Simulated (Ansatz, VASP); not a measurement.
**AlAs in VASP and in Ansatz**

```
CELL_PARAMETERS angstrom
0.00000 2.86396 2.86396
2.86396 0.00000 2.86396
2.86396 2.86396 0.00000
ATOMIC_POSITIONS crystal
Al 0.00000 0.00000 0.00000
As 0.25000 0.25000 0.25000
```

Alike in both runs: functional PBE; k mesh 8 × 8 × 8; occupations gaussian, width 0.02 eV; no spin polarisation.

Ansatz relaxed the structure, and its values are those at the end. VASP's run is a single point on that final structure, the one shown.

```csv
,VASP,Ansatz
version,VASP 6.6.1,Ansatz 0.2.0
potentials or method,"VASP PAW PBE potentials, release 64 (Al, As), cutoff 500 eV","scalar-relativistic, plane waves, PAW"
valence electrons in the cell,8,18
```

Ansatz gave:

* gap on the k mesh at the Fermi level (eV): 1.50
* least direct gap on the mesh (eV): 1.78
* pressure (GPa): 0.0

Problem. What did VASP give for the same quantities?

Solution. gap on the k mesh at the Fermi level (eV): 1.49; least direct gap on the mesh (eV): 1.78; pressure (GPa): 0.2.

The functional is the same, so the differences come from potentials, cutoffs and numerics. VASP's potentials hold 8 valence electrons a cell and Ansatz's 18, so a difference there can come from the potentials and not from the codes.
